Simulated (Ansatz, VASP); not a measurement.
# Two plane-wave programs on FePt

```xyz
2
Lattice="3.0168 0.0000 0.0000 0.0000 3.0168 0.0000 0.0000 0.0000 3.0168" Properties=species:S:1:pos:R:3 pbc="T T T"
Fe    1.5084    1.5084    1.5084
Pt    0.0000    0.0000    0.0000
```

Alike in both runs: task relaxation of cell and atoms; functional PBEsol; k mesh 14 × 14 × 14; occupations gaussian, width 0.1 eV; collinear spin.

|  | VASP | Ansatz |
| --- | --- | --- |
| version | VASP 6.6.1 | Ansatz 0.2.0 |
| potentials or method | VASP PAW PBE potentials, release 64 (Fe, Pt), cutoff 600 eV | scalar-relativistic, plane waves, PAW |
| valence electrons in the cell | 18 | 34 |

|  | VASP | Ansatz | Ansatz less VASP |
| --- | --- | --- | --- |
| gap on the k mesh at the Fermi level, each at its own relaxed structure (eV) | none | none | - |
| net moment per atom (μB) | 1.70 | 1.70 | +0.007 |
| size of the moment on the site where the two differ most (μB) | 0.36 | 0.40 | +0.036 |
| relaxed volume (Å³/atom) | 13.66 | 13.68 | +0.024 |
| relaxed length of the cell vector where the two differ most in proportion (Å) | 3.012 | 3.013 | +0.0017 |

VASP's potentials were made for PBE, not for PBEsol. Site moments also hang on the region over which each program counts them. A gap of «none» marks a metal or a gap that the smearing closes. VASP's potentials hold 18 valence electrons a cell and Ansatz's 34, so a difference there can come from the potentials and not from the codes.

Neither program's run includes spin-orbit coupling.
